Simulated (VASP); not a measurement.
A run of VASP 6.6.1:

The input INCAR:

```
PREC = Accurate
ENCUT = 700
EDIFF = 1E-6
ISMEAR = 0
SIGMA = 0.01
LREAL = False
LASPH = True
NELM = 120
ALGO = Normal
ISIF = 2
LWAVE = False
LCHARG = False
GGA = PE
IVDW = 12
NBANDS = 20
GGA_COMPAT = False
```

File KPOINTS:

```
regular mesh
0
Gamma
  18 18 8
```

Contents of POSCAR:

```
CrO2
1.0
    2.6091929735      0.0000000000      0.0000000000
   -1.3045964868      2.2596273984      0.0000000000
    0.0000000000      0.0000000000      5.2634679497
Cr O
1 2
Direct
    0.0000000000      0.0000000000      0.0000000000
    0.3333333333      0.6666666667      0.2196786648
    0.3333333333      0.6666666667      0.7803213352
```

Potentials or basis: VASP PAW PBE potentials, release 64 (Cr_sv, O).

Launch:

```console
$ cat potpaw_PBE.64/Cr_sv/POTCAR potpaw_PBE.64/O/POTCAR > POTCAR
$ mpirun -np 1 vasp_std > vasp.out
```

Hardware: 1 thread of AMD EPYC 7R43 64-Core Processor (Zen 3), with other jobs on the host.

Estimate the wall time of this run.

Wall time 3.9 min on 1 thread of AMD EPYC 7R43 64-Core Processor (Zen 3), on a shared host, peak memory 0.26 GiB. Counts: scf iterations 16, k points 185.
